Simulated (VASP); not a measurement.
The system is Ir.

```
Ir
1.0
     2.76960    0.00000    0.00000
    -1.38480    2.39854    0.00000
     0.00000    0.00000    4.49184
Ir
2
Direct
  0.33333 0.66667 0.25000
  0.66667 0.33333 0.75000
```

Program: VASP 6.6.1. Alike in all runs: task single point; potentials or basis VASP PAW PBE potentials, release 64 (Ir); no spin polarisation; cell as given; cutoff (eV) 520; smearing fermi-dirac 0.05 eV.

Task: Order these runs on this cell by their pressure, lowest first.
A. level PBE0; k mesh 6 × 6 × 4; grid for exact exchange (PRECFOCK) Normal
B. level r2SCAN; k mesh 11 × 11 × 6
C. level PBEsol; k mesh 11 × 11 × 6

Result: A (-19.3 GPa), C (-17.7 GPa), B (-12.9 GPa).

Caveats: some runs use coarse meshes; the PAW data sets were made with another functional, which shifts forces and pressure a little.
